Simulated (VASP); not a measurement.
Write the native input for VASP 6.6.1 that does the following.

```yaml
Task: single point
Functional: PBE
Potentials_or_basis: VASP PAW PBE potentials, release 64 (Co, Si, Ge_d)
Cutoff: 520 eV
k_mesh: 4 × 4 × 4
Occupations: gaussian, width 0.1 eV
Spin: collinear spin, ferromagnetic start
Starting_moments: "[3.0, 0.0, 0.0, 0.0, 0.0] μB"
Dipole_correction: no
Further_INCAR_settings: ALGO = Normal; EDIFF = 1e-06; NBANDS = 40
```

The structure of CoSiGe3 lies in POSCAR:

```
CoSiGe3
1.0
    4.3059372500      0.0000000000      0.0000000000
    0.0000000000      4.3059372500      0.0000000000
    0.0000000000      0.0000000000      4.3059372500
Co Si Ge
1 1 3
Direct
    0.0000000000      0.0000000000      0.0000000000
    0.5000000000      0.5000000000      0.5000000000
    0.0000000000      0.5000000000      0.5000000000
    0.5000000000      0.5000000000      0.0000000000
    0.5000000000      0.0000000000      0.5000000000
```

The cell was built from a structure type or drawn by symmetry, and may not be a known phase.

The input as run:

INCAR

```
SYSTEM = CoSiGe3
  PREC = Accurate
  ENCUT = 520
  EDIFF = 1E-6
  ISMEAR = 0
  SIGMA = 0.1
  LREAL = .FALSE.
  LASPH = .TRUE.
  NELM = 150
  ALGO = Normal
  ISIF = 2
  LWAVE = .FALSE.
  LCHARG = .FALSE.
  ISPIN = 2
  MAGMOM = 3 0 0 0 0
  LORBIT = 11
  LMAXMIX = 4
  GGA = PE
  NBANDS = 40
```

KPOINTS

```
Automatic mesh
0
G
  4 4 4
  0 0 0
```

Potentials or basis: VASP PAW PBE potentials, release 64 (Co, Si, Ge_d).

Command:

```console
$ cat potpaw_PBE.64/Co/POTCAR potpaw_PBE.64/Si/POTCAR potpaw_PBE.64/Ge_d/POTCAR > POTCAR
$ mpirun -np 1 vasp_std > vasp.out
```

Results of the run:

The pressure is 29.3 GPa, the net moment is 0.89 μB per cell and the site moments are Co +1.23; Si -0.01; Ge -0.05 μB. The valence electrons inside the program's atomic spheres are Co 7.83; Si 1.93; Ge 12.53.

Caveat: the k points lie up to 0.36 Å⁻¹ apart.

Wall time 42 s on 1 thread of Intel(R) Xeon(R) Platinum 8488C (Sapphire Rapids), with other jobs on the host, peak memory 0.23 GiB.
